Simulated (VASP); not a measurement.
A run of VASP 6.6.1 is set up as follows.

POSCAR

```
C
1.0
    0.0000000000      1.5889087591      2.2467169853
    1.5889087591      0.0000000000      2.2467169853
    1.5889087591      1.5889087591      0.0000000000
C
2
Direct
    0.5000000000      0.5000000000      0.5000000000
    0.7500000000      0.7500000000      0.7500000000
```

File INCAR.step1:

```
  ALGO = Normal
  EDIFF = 1E-4
  ENCUT = 520
  GGA = PE
  ISMEAR = 0
  LASPH = T
  LCHARG = F
  LREAL = F
  LWAVE = T
  NBANDS = 11
  NELM = 80
  PREC = Accurate
  SIGMA = 0.05
```

The input INCAR.step2:

```
  ALGO = Normal
  EDIFF = 1E-7
  ENCUT = 520
  ISIF = 2
  ISMEAR = 0
  ISTART = 1
  LASPH = T
  LCHARG = F
  LMIXTAU = T
  LREAL = F
  LWAVE = F
  METAGGA = R2SCAN
  NBANDS = 11
  NELM = 80
  PREC = Accurate
  SIGMA = 0.05
```

File KPOINTS:

```
k-points
0
Gamma
  12 12 12
```

Potentials or basis: VASP PAW PBE potentials, release 64 (C).

Command:

```sh
$ cat potpaw_PBE.64/C/POTCAR > POTCAR
$ cp INCAR.step1 INCAR
$ mpirun -np 1 vasp_std > vasp.out
$ cp INCAR.step2 INCAR
$ mpirun -np 1 vasp_std > vasp.out
```

Task: What does it give for the pressure?

Result: 7.4 GPa.

Task: Estimate the band gap on the k mesh.

Result: Zero (band 4 reaches 12.52 eV, above the bottom of band 5 at 11.72 eV).

Stress tensor (GPa, compression positive):
```
 146.99    0.00    0.00
   0.00  146.99    0.00
   0.00    0.00 -271.79
```

Caveat: the PAW data sets were made with another functional, which shifts forces and pressure a little.
